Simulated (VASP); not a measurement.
# CuI (zincblende type) (F-43m) in VASP: further runs

CuI (zincblende type) is run at these levels: PBE; tasks: single point.

Program: VASP 6.6.1. These are calculated values, not measurements. Logs are shortened: lines on timing, memory, paths and dates and some standing lists are left out, and cuts for length are marked.

### Step 1. The cell of the first run

The structure is cubic, space group F-43m (No. 216). The conventional cell has a = 6.079 Å, b = 6.079 Å, c = 6.079 Å, α = 90.00°, β = 90.00°, γ = 90.00°. Cu (site symmetry -43m) has 4 I at 2.63 Å within 3.5 Å. Within 3.5 Å of I (site symmetry -43m) lie 4 Cu at 2.63 Å.

### Step 2. Single point, PBE

The input, INCAR:

```
SYSTEM = CuI
PREC = Accurate
ENCUT = 520
EDIFF = 1E-6
ISMEAR = -1
SIGMA = 0.05
LREAL = .False.
LASPH = .True.
NELM = 100
ALGO = Normal
ISIF = 2
LWAVE = .False.
LCHARG = .False.
GGA = PE
NBANDS = 16
```

The input, KPOINTS:

```
regular mesh
0
Gamma
  12 12 12
  0 0 0
```

The input, POSCAR:

```
CuI
1.0
    0.0000000000      3.0395165369      3.0395165369
    3.0395165369      0.0000000000      3.0395165369
    3.0395165369      3.0395165369      0.0000000000
Cu I
1 1
Direct
    0.0000000000      0.0000000000      0.0000000000
    0.2500000000      0.2500000000      0.2500000000
```

Potentials or basis: VASP PAW PBE potentials, release 64 (Cu, I).

Started as:

```
$ cat potpaw_PBE.64/Cu/POTCAR potpaw_PBE.64/I/POTCAR > POTCAR
$ mpirun -np 1 vasp_std > vasp.out
```

OUTCAR:

```text
SYSTEM = CuI
   PREC = Accurate
   ENCUT = 520
   EDIFF = 1E-6
   ISMEAR = -1
   LREAL = .False.
   LASPH = .True.
   NELM = 100
   ISIF = 2
   GGA = PE

 ion  position               nearest neighbor table
   1  0.000  0.000  0.000-   2 2.63   2 2.63   2 2.63   2 2.63
   2  0.250  0.250  0.250-   1 2.63   1 2.63   1 2.63   1 2.63

  LATTYP: Found a face centered cubic cell.
 ALAT       =     6.0790330738

  Lattice vectors:

 A1 = (   0.0000000000,   3.0395165369,   3.0395165369)
 A2 = (   3.0395165369,   0.0000000000,   3.0395165369)
 A3 = (   3.0395165369,   3.0395165369,   0.0000000000)

Analysis of symmetry for initial positions (statically):
=====================================================================
 Subroutine PRICEL returns:
 Original cell was already a primitive cell.

 Routine SETGRP: Setting up the symmetry group for a
 face centered cubic supercell.

 Subroutine GETGRP returns: Found 24 space group operations
 (whereof 24 operations were pure point group operations)
 out of a pool of 48 trial point group operations.

The static configuration has the point symmetry T_d .

Analysis of symmetry for dynamics (positions and initial velocities):
=====================================================================
 Subroutine PRICEL returns:
 Original cell was already a primitive cell.

 Routine SETGRP: Setting up the symmetry group for a
 face centered cubic supercell.

 Subroutine GETGRP returns: Found 24 space group operations
 (whereof 24 operations were pure point group operations)
 out of a pool of 48 trial point group operations.

The dynamic configuration has the point symmetry T_d .

 Subroutine INISYM returns: Found 24 space group operations
 (whereof 24 operations are pure point group operations),
 and found     1 'primitive' translations

----------------------------------------------------------------------------------------

                                     Primitive cell

  volume of cell :      56.1621

  direct lattice vectors                    reciprocal lattice vectors
     0.000000000  3.039516537  3.039516537    -0.164499845  0.164499845  0.164499845
     3.039516537  0.000000000  3.039516537     0.164499845 -0.164499845  0.164499845
     3.039516537  3.039516537  0.000000000     0.164499845  0.164499845 -0.164499845

  length of vectors
     4.298525510  4.298525510  4.298525510     0.284922090  0.284922090  0.284922090

  position of ions in fractional coordinates (direct lattice)
     0.000000000  0.000000000  0.000000000
     0.250000000  0.250000000  0.250000000

  ion indices of the primitive-cell ions
   primitive index   ion index
                 1           1
                 2           2

----------------------------------------------------------------------------------------

 KPOINTS: regular mesh

Automatic generation of k-mesh.
 Grid dimensions read from file:
 generate k-points for:   12   12   12

 Generating k-lattice:

  Cartesian coordinates                     Fractional coordinates (reciprocal lattice)
    -0.013708320  0.013708320  0.013708320     0.083333333  0.000000000  0.000000000
     0.013708320 -0.013708320  0.013708320     0.000000000  0.083333333  0.000000000
     0.013708320  0.013708320 -0.013708320     0.000000000  0.000000000  0.083333333

  Length of vectors
     0.023743507  0.023743507  0.023743507

  Shift w.r.t. Gamma in fractional coordinates (k-lattice)
     0.000000000  0.000000000  0.000000000

 Subroutine IBZKPT returns following result:
 ===========================================

 Found     72 irreducible k-points:

 Following reciprocal coordinates:
            Coordinates               Weight
  0.000000  0.000000  0.000000      1.000000
  0.083333  0.000000  0.000000      8.000000
  0.166667  0.000000  0.000000      8.000000
  0.250000  0.000000  0.000000      8.000000
  0.333333  0.000000  0.000000      8.000000
  0.416667  0.000000  0.000000      8.000000
[... 16 lines left out ...]
  0.500000  0.166667  0.000000     24.000000
 -0.416667  0.166667  0.000000     24.000000
 [... further k-points ...]
   k-points           NKPTS =     72   k-points in BZ     NKDIM =     72   number of bands    NBANDS=     16
   number of dos      NEDOS =    301   number of ions     NIONS =      2
   total plane-waves  NPLWV =  32768
   dimension x,y,z NGX =    32 NGY =   32 NGZ =   32
   dimension x,y,z NGXF=    64 NGYF=   64 NGZF=   64
   ions per type =               1   1
   NGX,Y,Z   is equivalent  to a cutoff of  12.38, 12.38, 12.38 a.u.
   NGXF,Y,Z  is equivalent  to a cutoff of  24.75, 24.75, 24.75 a.u.
 SYSTEM =  CuI
   PREC   = accura    normal or accurate (medium, high low for compatibility)
   ISTART =      0    job   : 0-new  1-cont  2-samecut
   ICHARG =      2    charge: 1-file 2-atom 10-const
   ISPIN  =      1    spin polarized calculation?
   LNONCOLLINEAR =      F non collinear calculations
   LSORBIT =      F    spin-orbit coupling
   LASPH  =      T    aspherical Exc in radial PAW
   ENCUT  =  520.0 eV  38.22 Ry    6.18 a.u.   7.99  7.99  7.99*2*pi/ulx,y,z
   NELM   =    100;   NELMIN=  2; NELMDL= -5     # of ELM steps
   EDIFF  = 0.1E-05   stopping-criterion for ELM
   LREAL  =      F    real-space projection
   EDIFFG = 0.1E-04   stopping-criterion for IOM
   NSW    =      0    number of steps for IOM
   IBRION =     -1    ionic relax: 0-MD 1-quasi-New 2-CG
   NFREE  =      0    steps in history (QN), initial steepest desc. (CG)
   ISIF   =      2    stress and relaxation
   ISYM   =      2    0-nonsym 1-usesym 2-fastsym
   POTIM  = 0.5000    time-step for ionic-motion
   TEBEG  =    0.0;   TEEND  =   0.0 temperature during run
   PSTRESS=    0.0 pullay stress
   NELECT =      18.0000    total number of electrons
   NUPDOWN=      -1.0000    fix difference up-down
   EMIN   =  10.00;   EMAX   =-10.00  energy-range for DOS
   EFERMI =   0.00;   METHOD = LEGACY
   ISMEAR =    -1;   SIGMA  =   0.05  broadening in eV -4-tet -1-fermi 0-gaus
   EFERMI_NEDOS =   21; number of points for ismear=-14 and -15
   IALGO  =     38    algorithm
   IMIX   =      4    mixing-type and parameters
     AMIX     =   0.40;   BMIX     =  1.00
     AMIX_MAG =   1.60;   BMIX_MAG =  1.00
  volume/ion in A,a.u.               =      28.08       189.50
  Fermi-wavevector in a.u.,A,eV,Ry     =   1.120343  2.117142 17.077615  1.255169
  Thomas-Fermi vector in A             =   2.256989
   LORBIT       =      0    0 simple, 1 ext, 2 COOP (PROOUT), +10 PAW based schemes
   GGA     = PE    functional components
   LHFCALC =     F    Hartree Fock is set to
   AEXX    =    0.0000 exact exchange contribution
   IVDW    =     0    specifies the selected vdW correction
   LEPSILON=     F    determine dielectric tensor
   LRPA    =     F    only Hartree local field effects (RPA)
 non-spin polarized calculation
  energy-cutoff  :      520.00
  volume of cell :       56.16
 maximum number of plane-waves:      1540
   NGX = 15   NGY = 15   NGZ = 15

 number of electron      18.0000011 magnetization

 Free energy of the ion-electron system (eV)
  ---------------------------------------------------
  ext. energy  EPLUGINS =         0.00000000
  ---------------------------------------------------
  free energy    TOTEN  =        -5.56285045 eV

  energy without entropy =       -5.56285038  energy(sigma->0) =       -5.56285042

 E-fermi :   4.9715     XC(G=0):  -8.9005

 val. band max:        4.3450040230   @ k =   0.0000   0.0000   0.0000
 cond. band min:       5.4676597016   @ k =   0.0000   0.0000   0.0000
 fundamental gap:      1.1226556786
 Fermi energy:         4.9714717554

 k-point     1 :       0.0000    0.0000    0.0000
  band No.  band energies     occupation
      1      -9.6243      2.00000
      2       0.7418      2.00000
      3       0.7418      2.00000
      4       0.7418      2.00000
      5       2.5268      2.00000
      6       2.5268      2.00000
[... 8 lines left out ...]
     15      13.9080      0.00000
     16      13.9080      0.00000

 k-point     2 :       0.0833    0.0000    0.0000
  band No.  band energies     occupation
      1      -9.5921      2.00000
      2       0.6064      2.00000
      3       0.7443      2.00000
      4       0.7443      2.00000
      5       2.5237      2.00000
      6       2.5237      2.00000
[... 8 lines left out ...]
     15      13.5110      0.00000
     16      13.5110      0.00000

 k-point     3 :       0.1667    0.0000    0.0000
  band No.  band energies     occupation
      1      -9.5017      2.00000
      2       0.2395      2.00000
      3       0.7504      2.00000
      4       0.7504      2.00000
      5       2.5181      2.00000
      6       2.5181      2.00000
[... 8 lines left out ...]
     15      13.0808      0.00000
     16      13.4798      0.00000

 k-point     4 :       0.2500    0.0000    0.0000
  band No.  band energies     occupation
      1      -9.3716      2.00000
      2      -0.2503      2.00000
      3       0.7570      2.00000
      4       0.7570      2.00000
      5       2.5180      2.00000
      6       2.5180      2.00000
[... 8 lines left out ...]
     15      13.0597      0.00000
     16      13.2661      0.00000
[... 324 lines left out ...]
 k-point    22 :       0.4167    0.1667    0.0000
  band No.  band energies     occupation
      1      -9.1195      2.00000
      2      -0.8037      2.00000
      3       0.5355      2.00000
      4       0.7133      2.00000
      5       2.4801      2.00000
      6       2.5688      2.00000
[... 8 lines left out ...]
     15      14.7344      0.00000
     16      15.0994      0.00000

 k-point    23 :       0.5000    0.1667    0.0000
  band No.  band energies     occupation
      1      -9.0416      2.00000
      2      -0.9968      2.00000
      3       0.4367      2.00000
      4       0.7308      2.00000
      5       2.4917      2.00000
      6       2.5600      2.00000
[... 8 lines left out ...]
     15      15.0170      0.00000
     16      15.2374      0.00000

 k-point    24 :      -0.4167    0.1667    0.0000
  band No.  band energies     occupation
      1      -9.0310      2.00000
      2      -1.0108      2.00000
      3       0.3734      2.00000
      4       0.7531      2.00000
      5       2.4930      2.00000
      6       2.5343      2.00000
[... 8 lines left out ...]
     15      14.1394      0.00000
     16      14.9134      0.00000

 [... further k-points ...]

------------------------ aborting loop because EDIFF is reached ----------------------------------------

  FORCE on cell =-STRESS in cart. coord.  units (eV):
  Direction    XX          YY          ZZ          XY          YZ          ZX
  --------------------------------------------------------------------------------------
  -------------------------------------------------------------------------------------
  Total       -0.0098624     -0.0098624     -0.0098624      0.0000000      0.0000000     -0.0000000
  in kB       -0.2813511     -0.2813511     -0.2813511      0.0000000      0.0000000     -0.0000000
  external PRESSURE =      -0.2813511 kB  Pullay stress =       0.0000000 kB

 VOLUME and BASIS-vectors are now :
 -----------------------------------------------------------------------------
  energy-cutoff  :      520.00
  volume of cell :       56.16
      direct lattice vectors                 reciprocal lattice vectors
     0.000000000  3.039516537  3.039516537    -0.164499845  0.164499845  0.164499845
     3.039516537  0.000000000  3.039516537     0.164499845 -0.164499845  0.164499845
     3.039516537  3.039516537  0.000000000     0.164499845  0.164499845 -0.164499845

 POSITION                                       TOTAL-FORCE (eV/Angst)
 -----------------------------------------------------------------------------------
      0.00000      0.00000      0.00000        -0.000000     -0.000000     -0.000000
      1.51976      1.51976      1.51976         0.000000      0.000000      0.000000
 -----------------------------------------------------------------------------------
    total drift:                               -0.000001     -0.000001     -0.000001

  FREE ENERGIE OF THE ION-ELECTRON SYSTEM (eV)
  ---------------------------------------------------
  free  energy   TOTEN  =        -5.5628504520 eV

  energy  without entropy=       -5.5628503786  energy(sigma->0) =       -5.56285042
```

Run time: 74 s. Hardware: 1 thread of Intel Xeon 8259CL, shared host; peak memory 0.22 GiB.

What came out:

- Free energy: -5.5629 eV
- Pressure: 0.0 GPa
- Band gap on the k mesh: 1.12 eV

Caveat: spin-orbit coupling is left out, which moves the levels of the heavy elements. A k mesh can miss the band edges.

### Step 3. Single point, PBE (28.64 Å³/atom)

This run uses another cell than the first one, of 28.64 Å³/atom.

The input, INCAR:

```
SYSTEM = CuI
PREC = Accurate
ENCUT = 520
EDIFF = 1E-7
ISMEAR = -1
SIGMA = 0.05
LREAL = .FALSE.
LASPH = .TRUE.
NELM = 60
ALGO = Normal
ISIF = 2
LWAVE = .FALSE.
LCHARG = .TRUE.
GGA = PE
LELF = .TRUE.
LVHAR = .TRUE.
NBANDS = 16
```

The input, KPOINTS:

```
Automatic mesh
0
G
  12 12 12
  0 0 0
```

The input, POSCAR:

```
CuI
1.0
    0.0000000000      3.0596463721      3.0596463721
    3.0596463721      0.0000000000      3.0596463721
    3.0596463721      3.0596463721      0.0000000000
Cu I
1 1
Direct
    0.0000000000      0.0000000000      0.0000000000
    0.2500000000      0.2500000000      0.2500000000
```

Potentials or basis: VASP PAW PBE potentials, release 64 (Cu, I).

Started as:

```
$ cat potpaw_PBE.64/Cu/POTCAR potpaw_PBE.64/I/POTCAR > POTCAR
$ mpirun -np 1 vasp_std > vasp.out
```

OUTCAR:

```text
SYSTEM = CuI
   PREC = Accurate
   ENCUT = 520
   EDIFF = 1E-7
   ISMEAR = -1
   LREAL = .FALSE.
   LASPH = .TRUE.
   NELM = 60
   ISIF = 2
   GGA = PE

 ion  position               nearest neighbor table
   1  0.000  0.000  0.000-   2 2.65   2 2.65   2 2.65   2 2.65
   2  0.250  0.250  0.250-   1 2.65   1 2.65   1 2.65   1 2.65

  LATTYP: Found a face centered cubic cell.
 ALAT       =     6.1192927442

  Lattice vectors:

 A1 = (   0.0000000000,   3.0596463721,   3.0596463721)
 A2 = (   3.0596463721,   0.0000000000,   3.0596463721)
 A3 = (   3.0596463721,   3.0596463721,   0.0000000000)

Analysis of symmetry for initial positions (statically):
=====================================================================
 Subroutine PRICEL returns:
 Original cell was already a primitive cell.

 Routine SETGRP: Setting up the symmetry group for a
 face centered cubic supercell.

 Subroutine GETGRP returns: Found 24 space group operations
 (whereof 24 operations were pure point group operations)
 out of a pool of 48 trial point group operations.

The static configuration has the point symmetry T_d .
[... 157 lines left out ...]

  energy without entropy =       -5.56061573  energy(sigma->0) =       -5.56061579

 E-fermi :   4.7386     XC(G=0):  -8.8089

 val. band max:        4.1357094554   @ k =   0.0000   0.0000   0.0000
 cond. band min:       5.2080366500   @ k =   0.0000   0.0000   0.0000
 fundamental gap:      1.0723271945
 Fermi energy:         4.7386310686

 k-point     1 :       0.0000    0.0000    0.0000
  band No.  band energies     occupation
      1      -9.7328      2.00000
      2       0.6186      2.00000
      3       0.6186      2.00000
      4       0.6186      2.00000
      5       2.3954      2.00000
      6       2.3954      2.00000
[... 433 lines left out ...]
      3       0.2522      2.00000
      4       0.6242      2.00000
      5       2.3631      2.00000
      6       2.4029      2.00000
[... 8 lines left out ...]
     15      13.8910      0.00000
     16      14.6615      0.00000

 [... further k-points ...]

------------------------ aborting loop because EDIFF is reached ----------------------------------------

  FORCE on cell =-STRESS in cart. coord.  units (eV):
  Direction    XX          YY          ZZ          XY          YZ          ZX
  --------------------------------------------------------------------------------------
  -------------------------------------------------------------------------------------
  Total       -0.2500016     -0.2500016     -0.2500016      0.0000000      0.0000000      0.0000000
  in kB       -6.9921327     -6.9921327     -6.9921327      0.0000000      0.0000000      0.0000000
  external PRESSURE =      -6.9921327 kB  Pullay stress =       0.0000000 kB

 VOLUME and BASIS-vectors are now :
 -----------------------------------------------------------------------------
  energy-cutoff  :      520.00
  volume of cell :       57.29
      direct lattice vectors                 reciprocal lattice vectors
     0.000000000  3.059646372  3.059646372    -0.163417578  0.163417578  0.163417578
     3.059646372  0.000000000  3.059646372     0.163417578 -0.163417578  0.163417578
     3.059646372  3.059646372  0.000000000     0.163417578  0.163417578 -0.163417578

 POSITION                                       TOTAL-FORCE (eV/Angst)
 -----------------------------------------------------------------------------------
      0.00000      0.00000      0.00000         0.000000      0.000000      0.000000
      1.52982      1.52982      1.52982        -0.000000     -0.000000     -0.000000
 -----------------------------------------------------------------------------------
    total drift:                               -0.000001     -0.000001     -0.000001

  FREE ENERGIE OF THE ION-ELECTRON SYSTEM (eV)
  ---------------------------------------------------
  free  energy   TOTEN  =        -5.5606158536 eV

  energy  without entropy=       -5.5606157331  energy(sigma->0) =       -5.56061579
```

Run time: 95 s. Hardware: 1 thread of Intel Xeon 8259CL, shared host; peak memory 0.22 GiB.

Results:

* Free energy: -5.5606 eV
* Pressure: -0.7 GPa
* Band gap on the k mesh: 1.07 eV

Caveat: spin-orbit coupling is left out, which moves the levels of the heavy elements. A k mesh can miss the band edges.
